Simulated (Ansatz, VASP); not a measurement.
# ZnF2: VASP beside Ansatz

```
CELL_PARAMETERS angstrom
4.77299 0.00000 0.00000
0.00000 4.77299 0.00000
0.00000 0.00000 3.17922
ATOMIC_POSITIONS crystal
Zn 0.00000 0.00000 0.00000
Zn 0.50000 0.50000 0.50000
F 0.30240 0.30240 0.00000
F 0.19760 0.80240 0.50000
F 0.69760 0.69760 0.00000
F 0.80240 0.19760 0.50000
```

Alike in both runs: task single point; functional r2SCAN; k mesh 6 × 6 × 8; no spin polarisation.

|  | VASP | Ansatz |
| --- | --- | --- |
| version | VASP 6.6.1 | Ansatz 0.2.0 |
| potentials or method | VASP PAW PBE potentials, release 64 (Zn, F), cutoff 660 eV | PAW plane waves |
| occupations | fermi-dirac, width 0.1 eV | fermi-dirac |
| valence electrons in the cell | 52 | 52 |

|  | VASP | Ansatz | Ansatz less VASP |
| --- | --- | --- | --- |
| gap on the k mesh at the Fermi level (eV) | 4.12 | 4.17 | +0.055 |
| pressure (GPa) | -4.9 | -5.2 | -0.26 |
| traceless stress, the component that is largest in VASP (GPa) | -0.69 | -0.75 | -0.060 |
| rms of the force components (eV/Å) | 0.043 | 0.048 | +0.0053 |

VASP's potentials were made for PBE, not for r2SCAN. Atom by atom the forces differ by 0.005 eV/Å (rms over components).
